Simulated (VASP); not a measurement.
C: single point with PBEsol+D3(BJ)

C:

```
CELL_PARAMETERS angstrom
0.00000 2.06963 3.23320
1.19569 0.00000 3.23320
1.19569 2.06963 0.00000
ATOMIC_POSITIONS crystal
C 0.17845 0.82155 0.17845
C 0.82155 0.17845 0.82155
```

This cell differs from its parent crystal: atoms shifted along a free coordinate.

```
Program                : VASP 6.6.1
Task                   : single point
Functional             : PBEsol
Dispersion             : D3(BJ)
Potentials or basis    : VASP PAW PBE potentials, release 64 (C)
Cutoff                 : 520 eV
k mesh                 : 16 × 16 × 16
Occupations            : gaussian, width 0.03 eV
Spin                   : no spin polarisation
Dipole correction      : no
Further INCAR settings : ALGO = Normal; EDIFF = 1e-07; NBANDS = 11
```

```yaml
Pressure: 34.8 GPa
Largest_force: 5.716 eV/Å
Dispersion_energy_per_atom: -0.112 eV
```

Forces in eV/Å, atoms in the order of the input:
```
C    0.000 -5.716  0.000
C    0.000  5.716  0.000
```

Stress tensor (GPa, compression positive):
```
70.99  0.00  0.00
 0.00 32.52  0.00
 0.00  0.00  0.93
```

Wall time 80 s on 1 thread of AMD EPYC 9R45 (Zen 5) (shared host), peak memory 0.18 GiB.

Caveat: the cell differs from its parent crystal (atoms shifted along a free coordinate); the stress differs along the axes, from 1 to 71 GPa; the PAW data sets were made with another functional, which shifts forces and pressure a little.
